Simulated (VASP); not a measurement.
A run of VASP 6.6.1:

INCAR

```
SYSTEM = C
PREC = Accurate
ENCUT = 520
EDIFF = 1E-7
ISMEAR = 0
SIGMA = 0.1
LREAL = .FALSE.
LASPH = .TRUE.
NELM = 60
ALGO = Normal
ISIF = 2
LWAVE = .FALSE.
LCHARG = .FALSE.
LDIPOL = .TRUE.
IDIPOL = 3
DIPOL = 0.5 0.5 0.500
GGA = PE
IVDW = 12
NBANDS = 11
```

The input KPOINTS:

```
regular mesh
0
G
  21 21 1
  0 0 0
```

The input POSCAR:

```
C
1.0
    2.4230000000      0.0000000000      0.0000000000
   -1.2115000000      2.0983795534      0.0000000000
    0.0000000000      0.0000000000     26.0024170307
C
2
Direct
    0.6666666667      0.3333333333      0.5164792373
    0.3333333333      0.6666666667      0.4835207627
```

Potentials or basis: VASP PAW PBE potentials, release 64 (C).

Command:

```console
$ cat potpaw_PBE.64/C/POTCAR > POTCAR
$ mpirun -np 1 vasp_std > vasp.out
```

Hardware: 1 thread of AMD EPYC 7R43 64-Core Processor (Zen 3) (shared host).

Problem. How long does it take, and how much memory?

Solution. It took 3.1 min on 1 thread of AMD EPYC 7R43 64-Core Processor (Zen 3) (shared host), peak memory 0.22 GiB. Counts: scf iterations 21, k points 48.
